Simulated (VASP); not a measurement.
A run of VASP 6.6.1 is set up as follows.

The input INCAR:

```
PREC = Accurate
ENCUT = 520
EDIFF = 1E-6
ISMEAR = -1
SIGMA = 0.05
LREAL = F
LASPH = T
NELM = 60
ALGO = Normal
ISIF = 2
LWAVE = F
LCHARG = F
NBANDS = 14
```

File KPOINTS:

```
Automatic mesh
0
Gamma
  12 12 12
```

Contents of POSCAR:

```
PIr
1.0
    0.0000000000      2.4493059087      2.4493059087
    2.4493059087      0.0000000000      2.4493059087
    2.4493059087      2.4493059087      0.0000000000
Ir P
1 1
Direct
    0.0000000000      0.0000000000      0.0000000000
    0.2500000000      0.2500000000      0.2500000000
```

Potentials or basis: VASP PAW LDA potentials, release 64 (Ir, P).

Run with:

```sh
$ cat potpaw_LDA.64/Ir/POTCAR potpaw_LDA.64/P/POTCAR > POTCAR
$ mpirun -np 1 vasp_std > vasp.out
```

(1) Estimate the pressure.

(2) Estimate the band gap on the k mesh.

Answers

(1) 48.2 GPa.

(2) zero (band 7 reaches 14.14 eV, above the bottom of band 8 at 8.84 eV).

Caveat: spin-orbit coupling is left out, which moves the levels of the heavy elements.
